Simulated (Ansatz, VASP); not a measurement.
# InP in VASP and in Ansatz

The input INCAR:

```
SYSTEM = InP
PREC = Accurate
ENCUT = 500
EDIFF = 1E-6
ISMEAR = -1
SIGMA = 0.01
LREAL = .FALSE.
LASPH = .TRUE.
NELM = 120
ALGO = Normal
ISIF = 2
LWAVE = .FALSE.
LCHARG = .TRUE.
GGA = PE
LELF = .TRUE.
LVHAR = .TRUE.
NBANDS = 16
GGA_COMPAT = .FALSE.
```

The input KPOINTS:

```
regular mesh
0
G
  8 8 8
  0 0 0
```

The input POSCAR:

```
InP
1.0
    0.0000000000      2.9541317328      2.9541317328
    2.9541317328      0.0000000000      2.9541317328
    2.9541317328      2.9541317328      0.0000000000
In P
1 1
Direct
    0.0000000000      0.0000000000      0.0000000000
    0.7500000006      0.7500000006      0.7500000006
```

Input for Ansatz:

```yaml
crystal:
  lattice:
    - [0.0, 2.9541317328, 2.9541317328]
    - [2.9541317328, 0.0, 2.9541317328]
    - [2.9541317328, 2.9541317328, 0.0]
  atoms:
    - { symbol: In, position: [0.0, 0.0, 0.0] }
    - { symbol: P, position: [0.7500000006, 0.7500000006, 0.7500000006] }
basis:
  ecutwfc: 420.0
  ecutrho_ratio: 4
  xc_grid: 2
  precision: f64
hamiltonian:
  pseudopotentials: { kind: paw, azcp: { folder: soft_1 } }
scf:
  max_iter: 60
  self_checks: high
  occupations: { method: fermi_dirac, width: 0.01 }
kpoints:
  mp_grid: { grid: [8, 8, 8] }
  band_path: { path: [VBM, CBM], npoints: 1 }
checkpoint:
  write: "../edges.point.run"
  compress: false
  write_wavefunctions: true
  write_every: 100000
```

Alike in both runs: task single point; functional PBE; k mesh 8 × 8 × 8; occupations fermi-dirac, width 0.01 eV; no spin polarisation.

|  | VASP | Ansatz |
| --- | --- | --- |
| version | VASP 6.6.1 | Ansatz 0.2.0 |
| potentials or method | VASP PAW PBE potentials, release 64 (In_d, P), cutoff 500 eV | plane-wave PAW DFT |
| valence electrons in the cell | 18 | 18 |

```tsv
	VASP	Ansatz	Ansatz less VASP
gap on the k mesh at the Fermi level (eV)	0.58	0.58	+0.002
```
